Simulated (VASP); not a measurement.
# AlGa3N4 (Pm) in VASP: further runs, part 2 of 3

VASP 6.6.1. Earlier steps stand in the parts before.

### 3 Single point, r2SCAN (uniaxial strain along c: +1.5 %, then relaxed in part)

Input file POSCAR:

```
AlGa3N4
1.0
    5.1257449917      0.0000000000     -0.0000626632
    0.0000000000      3.1491761610      0.0000000000
   -0.0037334634      0.0000000000      5.5591495079
Al Ga N
1 3 4
Direct
    0.0010281480      0.5000000000      0.6668613279
    0.4998299650      0.5000000000      0.3355855083
    0.4999120556      0.0000000000      0.8321011271
    1.0006028270      0.0000000000      0.1656358445
    0.1187090164      0.5000000000      0.3423434368
    0.1167963954      0.0000000000      0.8276719728
    0.6196979371      0.0000000000      0.1643427804
    0.6310236656      0.5000000000      0.6654590020
```

Input file INCAR.step1:

```
  PREC = Accurate
  ENCUT = 520
  ISMEAR = 0
  SIGMA = 0.02
  LREAL = False
  LASPH = True
  NELM = 100
  NBANDS = 41
  GGA = PE
  ALGO = Normal
  EDIFF = 1E-4
  LWAVE = True
  LCHARG = False
```

Input file INCAR.step2:

```
  PREC = Accurate
  ENCUT = 520
  EDIFF = 1E-6
  ISMEAR = 0
  SIGMA = 0.02
  LREAL = False
  LASPH = True
  NELM = 100
  ALGO = Normal
  ISIF = 2
  LWAVE = False
  LCHARG = False
  METAGGA = R2SCAN
  LMIXTAU = True
  NBANDS = 41
  ISTART = 1
```

Input file KPOINTS:

```
Automatic mesh
0
Gamma
  6 8 4
```

Potentials or basis: VASP PAW PBE potentials, release 64 (Al, Ga_d, N).

Launch:

```
cat potpaw_PBE.64/Al/POTCAR potpaw_PBE.64/Ga_d/POTCAR potpaw_PBE.64/N/POTCAR > POTCAR
cp INCAR.step1 INCAR
mpirun -np 1 vasp_std > vasp.out
cp INCAR.step2 INCAR
mpirun -np 1 vasp_std > vasp.out
```

OUTCAR:

```text
PREC = Accurate
   ENCUT = 520
   EDIFF = 1E-6
   ISMEAR = 0
   LREAL = False
   LASPH = True
   NELM = 100
   ISIF = 2
   METAGGA = R2SCAN
   ISTART = 1

 ion  position               nearest neighbor table
   1  0.001  0.500  0.667-   8 1.90   5 1.90   6 1.91   6 1.91   3 3.14   3 3.14
   2  0.500  0.500  0.336-   7 1.94   7 1.94   8 1.95   5 1.95
   3  0.500  0.000  0.832-   7 1.95   8 1.95   8 1.95   6 1.96   1 3.14   1 3.14
   4  0.001  0.000  0.166-   5 1.95   5 1.95   7 1.95   6 1.97
   5  0.119  0.500  0.342-   1 1.90   4 1.95   4 1.95   2 1.95
   6  0.117  0.000  0.828-   1 1.91   1 1.91   3 1.96   4 1.97
   7  0.620  0.000  0.164-   2 1.94   2 1.94   3 1.95   4 1.95
   8  0.631  0.500  0.665-   1 1.90   3 1.95   3 1.95   2 1.95

  LATTYP: Found a simple monoclinic cell.
 ALAT       =     5.1257449921
 B/A-ratio  =     0.6143840877
 C/A-ratio  =     1.0845546882
 COS(beta)  =    -0.0006838140

  Lattice vectors:

 A1 = (   5.1257449917,   0.0000000000,  -0.0000626632)
 A2 = (   0.0000000000,   3.1491761610,   0.0000000000)
 A3 = (  -0.0037334634,   0.0000000000,   5.5591495079)

Analysis of symmetry for initial positions (statically):
=====================================================================
 Subroutine PRICEL returns:
 Original cell was already a primitive cell.

 Routine SETGRP: Setting up the symmetry group for a
 simple monoclinic supercell.

 Subroutine GETGRP returns: Found  2 space group operations
 (whereof  2 operations were pure point group operations)
 out of a pool of  4 trial point group operations.

The static configuration has the point symmetry C_1h.

Analysis of symmetry for dynamics (positions and initial velocities):
=====================================================================
 Subroutine PRICEL returns:
[... 138 lines left out ...]
   IALGO  =     38    algorithm
   IMIX   =      4    mixing-type and parameters
     AMIX     =   0.40;   BMIX     =  1.00
     AMIX_MAG =   1.60;   BMIX_MAG =  1.00
  volume/ion in A,a.u.               =      11.22        75.70
  Fermi-wavevector in a.u.,A,eV,Ry     =   1.447276  2.734955 28.498861  2.094607
  Thomas-Fermi vector in A             =   2.565249
   LORBIT       =      0    0 simple, 1 ext, 2 COOP (PROOUT), +10 PAW based schemes
   METAGGA = R2SCAN    functional components
   LHFCALC =     F    Hartree Fock is set to
   AEXX    =    0.0000 exact exchange contribution
   IVDW    =     0    specifies the selected vdW correction
   LEPSILON=     F    determine dielectric tensor
   LRPA    =     F    only Hartree local field effects (RPA)
 non-spin polarized calculation
 Gauss-broadening in eV      SIGMA  =   0.02
  energy-cutoff  :      520.00
  volume of cell :       89.74
 maximum number of plane-waves:      2446
 NGX is ok and might be reduce to    40
   NGX = 19   NGY = 11   NGZ = 21

 number of electron      61.9999987 magnetization

 Free energy of the ion-electron system (eV)
  ---------------------------------------------------
  ext. energy  EPLUGINS =         0.00000000
  ---------------------------------------------------
  free energy    TOTEN  =       -84.91390318 eV

  energy without entropy =      -84.91390318  energy(sigma->0) =      -84.91390318

 E-fermi :   5.3656     XC(G=0): -12.3294

 val. band max:        5.2694162158   @ k =   0.0000   0.0000   0.0000
 cond. band min:       8.0602254403   @ k =   0.0000   0.0000   0.0000
 fundamental gap:      2.7908092245
 Fermi energy:         5.3656288214

 k-point     1 :       0.0000    0.0000    0.0000
  band No.  band energies     occupation
      1     -11.3439      2.00000
      2     -10.3565      2.00000
      3     -10.1600      2.00000
      4      -9.8618      2.00000
      5      -8.4223      2.00000
      6      -8.4106      2.00000
[... 1045 lines left out ...]
     40      15.9599      0.00000
     41      16.2395      0.00000

 [... further k-points ...]
[... 5 lines left out ...]
  --------------------------------------------------------------------------------------
  -------------------------------------------------------------------------------------
  Total        0.3858415      0.3697458     -2.2290893      0.0000000      0.0000000      0.0159403
  in kB        6.8890166      6.6016346    -39.7993287      0.0000000      0.0000000      0.2846060
  external PRESSURE =      -8.7695592 kB  Pullay stress =       0.0000000 kB

 VOLUME and BASIS-vectors are now :
 -----------------------------------------------------------------------------
  energy-cutoff  :      520.00
  volume of cell :       89.74
      direct lattice vectors                 reciprocal lattice vectors
     5.125744992  0.000000000 -0.000062663     0.195093593  0.000000000  0.000131023
     0.000000000  3.149176161  0.000000000     0.000000000  0.317543367  0.000000000
    -0.003733463  0.000000000  5.559149508     0.000002199  0.000000000  0.179883633

 POSITION                                       TOTAL-FORCE (eV/Angst)
 -----------------------------------------------------------------------------------
      0.00278      1.57459      3.70718        -0.004868      0.000000     -0.002723
      2.56075      1.57459      1.86554         0.003189      0.000000     -0.016129
      2.55932      0.00000      4.62574        -0.005142      0.000000      0.013742
      0.00247      0.00000      0.92079         0.001782      0.000000      0.007310
      0.60719      1.57459      1.90313        -0.020298      0.000000      0.077693
      0.59558      0.00000      4.60114        -0.049978      0.000000     -0.068960
      3.17580      0.00000      0.91357        -0.001708      0.000000     -0.004325
      3.23198      1.57459      3.69935         0.077023      0.000000     -0.006608
 -----------------------------------------------------------------------------------
    total drift:                               -0.014569     -0.000000      0.003457

  FREE ENERGIE OF THE ION-ELECTRON SYSTEM (eV)
  ---------------------------------------------------
  free  energy   TOTEN  =       -84.9139031760 eV

  energy  without entropy=      -84.9139031760  energy(sigma->0) =      -84.91390318
```

OUTCAR.step1:

```text
PREC = Accurate
   ENCUT = 520
   ISMEAR = 0
   LREAL = False
   LASPH = True
[... 1303 lines left out ...]
      0.60719      1.57459      1.90313        -0.028322      0.000000      0.097467
      0.59558      0.00000      4.60114        -0.063581      0.000000     -0.079187
      3.17580      0.00000      0.91357        -0.002461      0.000000     -0.008011
      3.23198      1.57459      3.69935         0.089080      0.000000     -0.008550
 -----------------------------------------------------------------------------------
    total drift:                               -0.001592     -0.000000      0.001931

  FREE ENERGIE OF THE ION-ELECTRON SYSTEM (eV)
  ---------------------------------------------------
  free  energy   TOTEN  =       -51.2988014932 eV

  energy  without entropy=      -51.2988014932  energy(sigma->0) =      -51.29880149
```

OSZICAR.step1:

```text
N       E                     dE             d eps       ncg     rms          rms(c)
DAV:   1     0.642321648650E+03    0.64232E+03   -0.28007E+04  6420   0.259E+03
DAV:   2     0.589661088702E+02   -0.58336E+03   -0.54296E+03  6108   0.651E+02
DAV:   3    -0.518161023701E+02   -0.11078E+03   -0.10763E+03  6542   0.197E+02
DAV:   4    -0.596225552730E+02   -0.78065E+01   -0.77281E+01  7829   0.555E+01
DAV:   5    -0.598264439297E+02   -0.20389E+00   -0.20358E+00  6969   0.882E+00    0.159E+01
DAV:   6    -0.510233627184E+02    0.88031E+01   -0.25391E+01 10356   0.578E+01    0.452E+00
DAV:   7    -0.513408219980E+02   -0.31746E+00   -0.43506E+00  6771   0.119E+01    0.399E+00
DAV:   8    -0.513275138971E+02    0.13308E-01   -0.46056E-01  8219   0.926E+00    0.102E+00
DAV:   9    -0.512977359164E+02    0.29778E-01   -0.13298E-01  9178   0.616E+00    0.485E-01
DAV:  10    -0.512984552950E+02   -0.71938E-03   -0.18964E-02  6923   0.107E+00    0.207E-01
DAV:  11    -0.512987412813E+02   -0.28599E-03   -0.21138E-03  8518   0.952E-01    0.423E-02
DAV:  12    -0.512988014932E+02   -0.60212E-04   -0.41397E-04  6853   0.455E-01
   1 F= -.51298801E+02 E0= -.51298801E+02  d E =-.270416E-21
```

Wall time 20 min (1 thread of Intel Xeon 8259CL, shared host); peak memory 0.34 GiB.

Results:

```yaml
Free_energy: -84.9139 eV
Pressure: -0.9 GPa
Largest_force: 0.085 eV/Å
Band_gap_on_the_k_mesh: 2.79 eV
```

Forces on the atoms (eV/Å):
```
Al  -0.005  0.000 -0.003
Ga   0.003  0.000 -0.016
Ga  -0.005  0.000  0.014
Ga   0.002  0.000  0.007
N   -0.020  0.000  0.078
N   -0.050  0.000 -0.069
N   -0.002  0.000 -0.004
N    0.077  0.000 -0.007
```

Stress tensor (GPa, compression positive):
```
 0.69  0.00  0.03
 0.00  0.66  0.00
 0.03  0.00 -3.98
```

Caveat: the cell differs from its parent crystal (uniaxial strain along c: +1.5 %, then relaxed in part); the PAW data sets were made with another functional, which shifts forces and pressure a little.

### 4 Single point, r2SCAN

This run uses another cell than the first one, of 11.24 Å³/atom.

Input file POSCAR:

```
AlGa3N4
1.0
    5.1566738943      0.0000000000      0.0001025101
    0.0000000000      3.1739292313      0.0000000000
   -0.0036162685      0.0000000000      5.4953414487
Al Ga N
1 3 4
Direct
    0.0005382610      0.5000000000      0.6672777959
    0.4991631649      0.5000000000      0.3350425144
    0.4992852768      0.0000000000      0.8314756794
    0.9998511223      0.0000000000      0.1662203477
    0.1194287519      0.5000000000      0.3405858850
    0.1173527120      0.0000000000      0.8259529460
    0.6202555940      0.0000000000      0.1662065470
    0.6317251271      0.5000000000      0.6672392846
```

Input file INCAR.step1:

```
SYSTEM = AlGa3N4
PREC = Accurate
ENCUT = 520
ISMEAR = 0
SIGMA = 0.02
LREAL = .FALSE.
LASPH = .TRUE.
NELM = 100
NBANDS = 41
GGA = PE
ALGO = Normal
EDIFF = 1E-4
LWAVE = .TRUE.
LCHARG = .FALSE.
```

Input file INCAR.step2:

```
SYSTEM = AlGa3N4
PREC = Accurate
ENCUT = 520
EDIFF = 1E-6
ISMEAR = 0
SIGMA = 0.02
LREAL = .FALSE.
LASPH = .TRUE.
NELM = 100
ALGO = Normal
ISIF = 2
LWAVE = .FALSE.
LCHARG = .FALSE.
METAGGA = R2SCAN
LMIXTAU = .TRUE.
NBANDS = 41
ISTART = 1
```

Input file KPOINTS:

```
regular mesh
0
G
  6 8 4
  0 0 0
```

Potentials or basis: VASP PAW PBE potentials, release 64 (Al, Ga_d, N).

Launch:

```
cat potpaw_PBE.64/Al/POTCAR potpaw_PBE.64/Ga_d/POTCAR potpaw_PBE.64/N/POTCAR > POTCAR
cp INCAR.step1 INCAR
mpirun -np 1 vasp_std > vasp.out
cp INCAR.step2 INCAR
mpirun -np 1 vasp_std > vasp.out
```

OUTCAR:

```text
SYSTEM = AlGa3N4
   PREC = Accurate
   ENCUT = 520
   EDIFF = 1E-6
   ISMEAR = 0
   LREAL = .FALSE.
   LASPH = .TRUE.
   NELM = 100
   ISIF = 2
   METAGGA = R2SCAN
   ISTART = 1

 ion  position               nearest neighbor table
   1  0.001  0.500  0.667-   5 1.90   8 1.90   6 1.91   6 1.91
   2  0.499  0.500  0.335-   7 1.94   7 1.94   8 1.95   5 1.96
   3  0.499  0.000  0.831-   7 1.94   8 1.95   8 1.95   6 1.97
   4  1.000  0.000  0.166-   5 1.95   5 1.95   7 1.96   6 1.97
   5  0.119  0.500  0.341-   1 1.90   4 1.95   4 1.95   2 1.96
   6  0.117  0.000  0.826-   1 1.91   1 1.91   4 1.97   3 1.97
   7  0.620  0.000  0.166-   2 1.94   2 1.94   3 1.94   4 1.96
   8  0.632  0.500  0.667-   1 1.90   2 1.95   3 1.95   3 1.95

  LATTYP: Found a simple monoclinic cell.
 ALAT       =     5.1566738953
 B/A-ratio  =     0.6154993113
 C/A-ratio  =     1.0656758116
 COS(beta)  =    -0.0006381815

  Lattice vectors:

 A1 = (   5.1566738943,   0.0000000000,   0.0001025101)
 A2 = (   0.0000000000,   3.1739292313,   0.0000000000)
 A3 = (  -0.0036162685,   0.0000000000,   5.4953414487)

Analysis of symmetry for initial positions (statically):
=====================================================================
 Subroutine PRICEL returns:
[... 188 lines left out ...]
 fundamental gap:      2.8116366605
 Fermi energy:         5.3408934603

 k-point     1 :       0.0000    0.0000    0.0000
  band No.  band energies     occupation
      1     -11.3504      2.00000
      2     -10.3667      2.00000
      3     -10.1700      2.00000
      4      -9.8718      2.00000
      5      -8.4418      2.00000
      6      -8.4409      2.00000
[... 1045 lines left out ...]
     40      15.9731      0.00000
     41      16.2960      0.00000

 [... further k-points ...]
[... 5 lines left out ...]
  --------------------------------------------------------------------------------------
  -------------------------------------------------------------------------------------
  Total       -0.7148064     -0.7588707     -0.6770682      0.0000000      0.0000000      0.0043050
  in kB      -12.7331958    -13.5181345    -12.0609468      0.0000000      0.0000000      0.0766871
  external PRESSURE =     -12.7707590 kB  Pullay stress =       0.0000000 kB

 VOLUME and BASIS-vectors are now :
 -----------------------------------------------------------------------------
  energy-cutoff  :      520.00
  volume of cell :       89.94
      direct lattice vectors                 reciprocal lattice vectors
     5.156673894  0.000000000  0.000102510     0.193923449  0.000000000  0.000127613
     0.000000000  3.173929231  0.000000000     0.000000000  0.315066886  0.000000000
    -0.003616268  0.000000000  5.495341449    -0.000003617  0.000000000  0.181972312

 POSITION                                       TOTAL-FORCE (eV/Angst)
 -----------------------------------------------------------------------------------
      0.00036      1.58696      3.66692        -0.002574      0.000000     -0.004332
      2.57281      1.58696      1.84122        -0.004151      0.000000     -0.003157
      2.57164      0.00000      4.56929        -0.012390      0.000000      0.011146
      5.15531      0.00000      0.91354        -0.006668      0.000000     -0.005929
      0.61462      1.58696      1.87165        -0.019265      0.000000      0.079167
      0.60216      0.00000      4.53891        -0.044553      0.000000     -0.073370
      3.19785      0.00000      0.91343         0.004240      0.000000     -0.003433
      3.25519      1.58696      3.66677         0.085361      0.000000     -0.000092
 -----------------------------------------------------------------------------------
    total drift:                               -0.045196     -0.000000      0.003004

  FREE ENERGIE OF THE ION-ELECTRON SYSTEM (eV)
  ---------------------------------------------------
  free  energy   TOTEN  =       -84.9282192726 eV

  energy  without entropy=      -84.9282192726  energy(sigma->0) =      -84.92821927
```

It took 6.1 min on 1 thread of Intel Xeon 6975P-C (Granite Rapids), shared host; peak memory 0.34 GiB.

What came out:

- Free energy: -84.9282 eV
- Pressure: -1.3 GPa
- Largest force: 0.086 eV/Å
- Band gap on the k mesh: 2.81 eV

Forces in eV/Å, atoms in the order of the input:
```
Al  -0.003  0.000 -0.004
Ga  -0.004  0.000 -0.003
Ga  -0.012  0.000  0.011
Ga  -0.007  0.000 -0.006
N   -0.019  0.000  0.079
N   -0.045  0.000 -0.073
N    0.004  0.000 -0.003
N    0.085  0.000  0.000
```

Caveat: the PAW data sets were made with another functional, which shifts forces and pressure a little.

[end of part 2 of 3]
